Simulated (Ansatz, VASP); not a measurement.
BP: VASP beside Ansatz

```
B P
1.0
     0.00000    2.26607    2.26607
     2.26607    0.00000    2.26607
     2.26607    2.26607    0.00000
B P
1 1
Direct
  0.00000 0.00000 0.00000
  0.75000 0.75000 0.75000
```

Alike in both runs: task relaxation of cell and atoms; functional LDA; k mesh 8 × 8 × 8; occupations gaussian, width 0.02 eV; no spin polarisation.

|  | VASP | Ansatz |
| --- | --- | --- |
| version | VASP 6.6.1 | Ansatz 0.2.0 |
| potentials or method | VASP PAW LDA potentials, release 64 (B, P), cutoff 500 eV | scalar-relativistic, plane waves, PAW |
| valence electrons in the cell | 8 | 8 |

|  | VASP | Ansatz | Ansatz less VASP |
| --- | --- | --- | --- |
| gap on the k mesh at the Fermi level, each at its own relaxed structure (eV) | 1.18 | 1.18 | -0.001 |
| relaxed volume (Å³/atom) | 11.31 | 11.32 | +0.007 |
| relaxed cell length with the largest relative difference (Å) | 3.175 | 3.175 | +0.0007 |

Ansatz warns that its potentials were made for another functional, while VASP's fit it. LDA's correlation is that of Perdew and Zunger in VASP and of Perdew and Wang (1992) in Ansatz.
